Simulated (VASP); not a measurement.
**W: single point with LDA**

Slab: W, a slab with vacuum.

```
CELL_PARAMETERS angstrom
2.87085 0.00000 0.00000
0.00000 2.87085 0.00000
0.00000 0.00000 27.15000
ATOMIC_POSITIONS crystal
W 0.50000 0.50000 0.31308
W 0.00000 0.00000 0.38785
W 0.50000 0.50000 0.46262
W 0.00000 0.00000 0.52613
W 0.50000 0.50000 0.59198
W 0.00000 0.00000 0.65488
```

```yaml
Program: VASP 6.6.1
Task: single point
Functional: LDA
Potentials_or_basis: VASP PAW LDA potentials, release 64 (W_sv)
Cutoff: 520 eV
k_mesh: 9 × 9 × 1
Occupations: gaussian, width 0.1 eV
Spin: no spin polarisation
Dipole_correction: yes
Further_INCAR_settings: ALGO = Normal; EDIFF = 1e-06; NBANDS = 51
```

```
Largest force          : 1.238 eV/Å
Band gap on the k mesh : zero (band 42 reaches 3.96 eV, above the bottom of band 43 at 1.65 eV)
```

Forces on the atoms (eV/Å):
```
W    0.000  0.000  0.975
W    0.000  0.000  0.152
W    0.000  0.000 -1.238
W    0.000  0.000 -0.014
W    0.000  0.000  0.003
W    0.000  0.000  0.121
```

Levels at points of the mesh, in eV from the Fermi level:
| k point | band 40 | band 41 | band 42 | band 43 | band 44 | band 45 |
| --- | --- | --- | --- | --- | --- | --- |
| (0.00, 0.00, 0.00) | -0.21 | -0.21 | -0.11 | 0.65 | 0.65 | 0.97 |

Run time: 16 min on 1 thread of AMD EPYC 7R13, with other jobs on the host, peak memory 0.3 GiB.

Caveat: spin-orbit coupling is left out, which moves the levels of the heavy elements.
